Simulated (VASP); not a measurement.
# Ta6H in VASP: single point with PBE+D3(BJ)

Aim: the single point of Ta6H with PBE+D3(BJ).

All numbers are computed with VASP 6.6.1; they aren't measurements. Logs are shortened: lines on timing, memory, paths and dates and some standing lists are left out, and cuts for length are marked.

## Step 1: The cell of the first run

The cell holds a slab with vacuum, 14 atoms: a = 5.690 Å, b = 5.690 Å, c = 22.646 Å, α = 90.00°, β = 90.00°, γ = 109.47°.

## Step 2: Single point, PBE+D3(BJ)

INCAR

```
PREC     = Accurate       # precision mode
ENCUT    = 520            # plane-wave cutoff, eV
EDIFF    = 1E-7           # SCF threshold, eV
ISMEAR   = 0              # smearing method
SIGMA    = 0.1            # smearing width, eV
LREAL    = False          # projectors in reciprocal space
LASPH    = True           # aspherical terms in the spheres
NELM     = 100            # most SCF steps
ALGO     = Normal         # electronic algorithm
ISIF     = 2              # what is computed and relaxed
LWAVE    = False          # write WAVECAR
LCHARG   = True           # write CHGCAR
LDIPOL   = True         
IDIPOL   = 3            
DIPOL    = 0.5 0.5 0.490
GGA      = PE             # functional
IVDW     = 12             # dispersion correction
LELF     = True           # ELF
LVHAR    = True         
LVACPOTAV= True         
NBANDS   = 80             # bands
```

KPOINTS

```
regular mesh
0
Gamma
  4 4 1
```

POSCAR

```
Ta6H
1.0
    5.6896945747      0.0000000000      0.0000000000
   -1.8965648582      5.3642954889      0.0000000000
    0.0000000000      0.0000000000     22.6456161668
Ta H
12 2
Direct
    0.2500000000      0.2500000000      0.3532692571
    0.2500000000      0.7500000000      0.3532692571
    0.7500000000      0.2500000000      0.3532692571
    0.7500000000      0.7500000000      0.3532692571
    0.4999451835      0.5000007182      0.4535943898
    0.5000627012     -0.0000699057      0.4535339286
   -0.0000293863      0.5000256718      0.4535517651
   -0.0000081584      0.0000487281      0.4535938338
    0.7494814187      0.7505055677      0.5539145840
    0.7506106246      0.2495617002      0.5537099117
    0.2504239664      0.7493780276      0.5537091045
    0.2494341356      0.2505519215      0.5537562665
    0.8365662166      0.6621244109      0.6953041652
    0.7973771587      0.6993522381      0.7246699344
```

Potentials or basis: VASP PAW PBE potentials, release 64 (Ta_pv, H).

Command:

```sh
$ cat potpaw_PBE.64/Ta_pv/POTCAR potpaw_PBE.64/H/POTCAR > POTCAR
$ mpirun -np 1 vasp_std > vasp.out
```

OUTCAR:

```text
PREC = Accurate
   ENCUT = 520
   EDIFF = 1E-7
   ISMEAR = 0
   LREAL = False
   LASPH = True
   NELM = 100
   ISIF = 2
   GGA = PE
   IVDW = 12
 IVDW          = 12

 ion  position               nearest neighbor table
   1  0.250  0.250  0.353-   5 2.80   8 2.80   3 2.84   3 2.84   2 2.84   2 2.84   6 3.25   7 3.25
                             4 3.28   4 3.28
   2  0.250  0.750  0.353-   6 2.80   7 2.80   4 2.84   4 2.84   1 2.84   1 2.84   5 3.25   8 3.25
                             3 3.28   3 3.28
   3  0.750  0.250  0.353-   6 2.80   7 2.80   1 2.84   1 2.84   4 2.84   4 2.84   8 3.25   5 3.25
                             2 3.28   2 3.28
   4  0.750  0.750  0.353-   8 2.80   5 2.80   2 2.84   2 2.84   3 2.84   3 2.84   6 3.25   7 3.25
                             1 3.28   1 3.28
   5  0.500  0.500  0.454-  12 2.80   1 2.80   9 2.80   4 2.80   6 2.84   7 2.84   7 2.84   6 2.85
                            11 3.24   2 3.25   3 3.25  10 3.25   8 3.28   8 3.29
   6  0.500  1.000  0.454-  10 2.80  11 2.80   2 2.80   3 2.80   8 2.84   5 2.84   5 2.85   8 2.85
                             9 3.25   4 3.25   1 3.25  12 3.25   7 3.28   7 3.28
   7  1.000  0.500  0.454-  11 2.80  10 2.80   3 2.80   2 2.80   5 2.84   8 2.84   8 2.84   5 2.84
                            12 3.24   4 3.25   1 3.25   9 3.25   6 3.28   6 3.28
   8  1.000  0.000  0.454-  12 2.80   1 2.80   9 2.80   4 2.80   6 2.84   7 2.84   7 2.84   6 2.85
                            10 3.24   3 3.25   2 3.25  11 3.25   5 3.28   5 3.29
   9  0.749  0.751  0.554-   5 2.80   8 2.80  10 2.84  11 2.84  11 2.85  10 2.85   6 3.25   7 3.25
                            12 3.28  12 3.28
  10  0.751  0.250  0.554-   7 2.80   6 2.80  12 2.84   9 2.84   9 2.85  12 2.85   8 3.24   5 3.25
                            11 3.28  11 3.29
  11  0.250  0.749  0.554-   7 2.80   6 2.80  12 2.84   9 2.84   9 2.85  12 2.85   5 3.24   8 3.25
                            10 3.28  10 3.29
  12  0.249  0.251  0.554-   8 2.80   5 2.80  10 2.84  11 2.84  11 2.85  10 2.85   7 3.24   6 3.25
                             9 3.28   9 3.28
  13  0.837  0.662  0.695-  14 0.75
  14  0.797  0.699  0.725-  13 0.75

  LATTYP: Found a base centered orthorhombic cell.
 ALAT       =     6.5698933887
 B/A-ratio  =     1.4142135624
 C/A-ratio  =     3.4468772668

  Lattice vectors:

 A1 = (   5.6896945747,   0.0000000000,   0.0000000000)
 A2 = (  -1.8965648582,   5.3642954889,   0.0000000000)
 A3 = (   0.0000000000,   0.0000000000,  22.6456161668)

Analysis of symmetry for initial positions (statically):
=====================================================================
 Subroutine PRICEL returns:
 Original cell was already a primitive cell.

 Routine SETGRP: Setting up the symmetry group for a
 base centered orthorhombic supercell.

 Subroutine GETGRP returns: Found  1 space group operations
[... 150 lines left out ...]
   LORBIT       =      0    0 simple, 1 ext, 2 COOP (PROOUT), +10 PAW based schemes
   GGA     = PE    functional components
   LHFCALC =     F    Hartree Fock is set to
   AEXX    =    0.0000 exact exchange contribution
   IVDW    =    12    specifies the selected vdW correction
   LEPSILON=     F    determine dielectric tensor
   LRPA    =     F    only Hartree local field effects (RPA)
 non-spin polarized calculation
 Gauss-broadening in eV      SIGMA  =   0.10
  energy-cutoff  :      520.00
  volume of cell :      691.17
 maximum number of plane-waves:     18648
   NGX = 21   NGY = 21   NGZ = 85

 dipolmoment           0.000000      0.000000      0.295304 electrons x Angstroem

 number of electron     134.0000025 magnetization

 dipolmoment           0.000000      0.000000     -0.022633 electrons x Angstroem

 Free energy of the ion-electron system (eV)
  ---------------------------------------------------
  ext. energy  EPLUGINS =         0.00000000
  ---------------------------------------------------
  free energy    TOTEN  =      -139.53678433 eV

  energy without entropy =     -139.45826360  energy(sigma->0) =     -139.49752397

 E-fermi :  -1.2694     XC(G=0):  -5.0394

 val. band max:       -1.2778589679   @ k =   0.2500   0.5000   0.0000
 cond. band min:      -1.2382170253   @ k =   0.2500   0.0000   0.0000
 fundamental gap:      0.0396419427
 Fermi energy:        -1.2693666846

 k-point     1 :       0.0000    0.0000    0.0000
  band No.  band energies     occupation
      1     -35.8166      2.00000
      2     -35.8164      2.00000
      3     -35.8106      2.00000
      4     -35.7721      2.00000
      5     -35.7331      2.00000
      6     -35.7133      2.00000
[... 809 lines left out ...]
     78       0.4934      0.00000
     79       0.5073      0.00000
 [bands above 79 left out]

------------------------ aborting loop because EDIFF is reached ----------------------------------------

 Edisp (eV)   -5.20518

 E8    (eV) :    -2.8282

  FORCE on cell =-STRESS in cart. coord.  units (eV):
  Direction    XX          YY          ZZ          XY          YZ          ZX
  --------------------------------------------------------------------------------------
  -------------------------------------------------------------------------------------
  Total     -13.26976   -12.33441    -0.01725     1.32367    -0.00702     0.01304
  in kB     -30.76012   -28.59191    -0.03999     3.06836    -0.01627     0.03022
  external pressure =      -19.80 kB  Pullay stress =        0.00 kB

 VOLUME and BASIS-vectors are now :
 -----------------------------------------------------------------------------
  energy-cutoff  :      520.00
  volume of cell :      691.17
      direct lattice vectors                 reciprocal lattice vectors
     5.689694575  0.000000000  0.000000000     0.175756359  0.062139257  0.000000000
    -1.896564858  5.364295489  0.000000000     0.000000000  0.186417770  0.000000000
     0.000000000  0.000000000 22.645616167     0.000000000  0.000000000  0.044158657

 POSITION                                       TOTAL-FORCE (eV/Angst)
 -----------------------------------------------------------------------------------
      0.94828      1.34107      8.00000         0.004186     -0.003011     -0.014695
      0.00000      4.02322      8.00000        -0.003995      0.002912     -0.005103
      3.79313      1.34107      8.00000        -0.004123      0.002717     -0.005045
      2.84485      4.02322      8.00000         0.003766     -0.002762     -0.003727
      1.89625      2.68215     10.27192         0.000969      0.001283     -0.000611
      0.94877      5.36392     10.27056        -0.005469      0.003957      0.001034
      4.74120      2.68229     10.27096         0.004760     -0.003553     -0.001330
      5.68956      0.00026     10.27191        -0.000812     -0.001273     -0.000519
      2.84094      4.02593     12.54374         0.003569     -0.002603      0.002876
      3.79744      1.33872     12.53910        -0.005873      0.004034      0.008233
      0.00359      4.01989     12.53908        -0.005715      0.004161      0.008286
      0.94402      1.34403     12.54015         0.007487     -0.005218      0.006873
      3.50404      3.55183     15.74559        -0.005402      0.003463      0.010603
      3.21047      3.75153     16.41060         0.006652     -0.004106     -0.006873
 -----------------------------------------------------------------------------------
    total drift:                                0.000064     -0.000013     -0.000400

  FREE ENERGIE OF THE ION-ELECTRON SYSTEM (eV)
  ---------------------------------------------------
  free  energy   TOTEN  =      -144.7419623438 eV

  energy  without entropy=     -144.6634416102  energy(sigma->0) =     -144.70270198

 vacuum level on the upper side and lower side of the slab         3.360         3.494
```

OSZICAR:

```text
N       E                     dE             d eps       ncg     rms          rms(c)
DAV:   1     0.111825500688E+04    0.11183E+04   -0.74085E+04  2040   0.144E+03
DAV:   2    -0.865228297478E+02   -0.12048E+04   -0.11842E+04  1848   0.377E+02
DAV:   3    -0.147556978070E+03   -0.61034E+02   -0.57865E+02  1936   0.705E+01
[... 26 lines left out ...]
DAV:  30    -0.139536782607E+03   -0.24387E-05   -0.39471E-08  1104   0.541E-04    0.270E-04
DAV:  31    -0.139536783728E+03   -0.11216E-05   -0.19018E-08  1080   0.366E-04    0.159E-04
DAV:  32    -0.139536784148E+03   -0.41936E-06   -0.10806E-08  1056   0.278E-04    0.688E-05
DAV:  33    -0.139536784281E+03   -0.13291E-06   -0.51146E-09  1040   0.207E-04    0.361E-05
DAV:  34    -0.139536784334E+03   -0.52871E-07   -0.22567E-09  1016   0.119E-04
   1 F= -.14474196E+03 E0= -.14470270E+03  d E =-.785207E-01
```

Wall time 34 min (1 thread of Intel Xeon Platinum 8488C (Sapphire Rapids), shared host); peak memory 0.86 GiB.

What came out:

```yaml
Free_energy: -144.7420 eV
Largest_force: 0.016 eV/Å
Band_gap_on_the_k_mesh: zero (band 67 reaches -0.73 eV, above the bottom of band 68 at -1.65 eV)
Dispersion_energy_per_atom: -0.372 eV
```

Forces in eV/Å, atoms in the order of the input:
```
Ta   0.004 -0.003 -0.015
Ta  -0.004  0.003 -0.005
Ta  -0.004  0.003 -0.005
Ta   0.004 -0.003 -0.004
Ta   0.001  0.001 -0.001
Ta  -0.005  0.004  0.001
Ta   0.005 -0.004 -0.001
Ta  -0.001 -0.001 -0.001
Ta   0.004 -0.003  0.003
Ta  -0.006  0.004  0.008
Ta  -0.006  0.004  0.008
Ta   0.007 -0.005  0.007
H   -0.005  0.003  0.011
H    0.007 -0.004 -0.007
```

Levels at points of the mesh, in eV from the Fermi level:
```
           k point  band 66  band 67  band 68  band 69  band 70  band 71
(0.00, 0.00, 0.00)     0.49     0.54     0.54     1.12     1.16     1.21
(0.50, 0.00, 0.00)    -0.41    -0.40    -0.25    -0.25     0.16     0.17
(0.00, 0.50, 0.00)    -0.41    -0.40    -0.25    -0.25     0.16     0.17
(0.50, 0.50, 0.00)    -0.11    -0.09     0.05     0.09     0.10     0.11
```

Caveat: spin-orbit coupling is left out, which moves the levels of the heavy elements.
